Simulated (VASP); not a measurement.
The system is Nb3C.

```
Nb C
1.0
     3.77762    0.00000    0.00000
     0.00000    3.77762    0.00000
     0.00000    0.00000    3.77762
Nb C
3 1
Direct
  0.00000 0.50000 0.50000
  0.50000 0.00000 0.50000
  0.50000 0.50000 0.00000
  0.00000 0.00000 0.00000
```

* Program: VASP 6.6.1
* Task: relaxation of cell and atoms
* Functional: PBE
* Potentials or basis: VASP PAW PBE potentials, release 64 (Nb_sv, C)
* Cutoff: 600 eV
* k mesh: 4 × 4 × 4
* Occupations: gaussian, width 0.1 eV
* Spin: no spin polarisation

At the start: pressure 18.4 GPa; volume 13.48 Å³/atom.

Where does the relaxation end?

Over 4 steps the energy falls by 62.4 meV/atom and the volume is 14.65 Å³/atom (+8.7 %); space group Pm-3m (No. 221, to 0.05 Å).

The path:
```tsv
step	energy change (eV)	largest force (eV/Å)	pressure (GPa)	volume (Å³)
1	0.0000	0.0000	18.39	53.91
2	0.3028	0.0000	-18.95	66.90
3	-0.2492	0.0000	-0.56	58.75
4	-0.2495	0.0000	-0.06	58.59
```

Final structure:
```cif
data_structure
_symmetry_space_group_name_H-M 'P 1'
_symmetry_Int_Tables_number 1
_cell_length_a 3.8839
_cell_length_b 3.8839
_cell_length_c 3.8839
_cell_angle_alpha 90.000
_cell_angle_beta 90.000
_cell_angle_gamma 90.000
_cell_volume 58.59
loop_
_atom_site_label
_atom_site_type_symbol
_atom_site_fract_x
_atom_site_fract_y
_atom_site_fract_z
_atom_site_occupancy
Nb1 Nb 0.00000 0.50000 0.50000 1
Nb2 Nb 0.50000 0.00000 0.50000 1
Nb3 Nb 0.50000 0.50000 0.00000 1
C1 C 0.00000 0.00000 0.00000 1
```

Caveat: the k points lie up to 0.40 Å⁻¹ apart in the final cell.
